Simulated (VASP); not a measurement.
## BaO: single point with LDA

Crystal: BaO.

```xyz
2
Lattice="0.0000 2.7500 2.7500 2.7500 0.0000 2.7500 2.7500 2.7500 0.0000" Properties=species:S:1:pos:R:3 pbc="T T T"
Ba    0.0000    0.0000    0.0000
O     2.7500    2.7500    2.7500
```

```yaml
Program: VASP 6.6.1
Task: single point
Functional: LDA
Potentials_or_basis: VASP PAW LDA potentials, release 64 (Ba_sv, O)
Cutoff: 600 eV
k_mesh: 5 × 5 × 5
Occupations: gaussian, width 0.01 eV
Spin: no spin polarisation
Dipole_correction: no
Further_INCAR_settings: ALGO = Normal; EDIFF = 1e-06; NBANDS = 15
```

- Pressure: -1.0 GPa
- Band gap on the k mesh: 2.02 eV, indirect (least direct gap 2.17 eV)

Levels at points of the mesh, in eV from the valence-band top:
```csv
k point,band 4,band 5,band 6,band 7,band 8,band 9,band 10,band 11,band 12,band 13
"(0.00, 0.00, 0.00)",-10.12,-10.12,-0.32,-0.32,-0.32,3.52,4.69,4.69,4.69,7.06
```

Run time: 4.7 s on 1 thread of Intel(R) Xeon(R) 6975P-C (Granite Rapids), on a shared host, peak memory 0.15 GiB.

Caveat: spin-orbit coupling is left out, which moves the levels of the heavy elements. A k mesh can miss the band edges.
